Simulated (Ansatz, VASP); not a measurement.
One calculation of Ca2Ge3N, two programs

```
Ca Ge N
1.0
     5.05341    0.00000    0.00000
    -2.52670    4.37638    0.00000
     0.00000    0.00000    5.83248
Ca Ge N
2 3 1
Direct
  0.33333 0.66667 0.00000
  0.66667 0.33333 0.00000
  0.50000 0.00000 0.50000
  0.50000 0.50000 0.50000
  0.00000 0.50000 0.50000
  0.00000 0.00000 0.00000
```

Change from the starting cell: species swapped into the HfCo3B2 type (P6/mmm, No. 191).

Alike in both runs: functional PBE; k mesh 12 × 12 × 6; occupations gaussian, width 0.1 eV; no spin polarisation.

Ansatz relaxed the structure, and its values are those at the end. VASP's run is a single point on that final structure, the one shown.

```csv
,VASP,Ansatz
version,VASP 6.6.1,Ansatz 0.2.0
potentials or method,"VASP PAW PBE potentials, release 64 (Ca_sv, Ge_d, N), cutoff 520 eV","scalar-relativistic, plane waves, PAW"
valence electrons in the cell,67,67
```

|  | VASP | Ansatz | Ansatz less VASP |
| --- | --- | --- | --- |
| gap on the k mesh at the Fermi level (eV) | none | none | - |
| pressure (GPa) | 0.0 | 0.0 | -0.07 |

A gap of «none» marks a metal or a gap that the smearing closes. With one functional, cell and mesh, what is left measures potentials, basis and numerics.
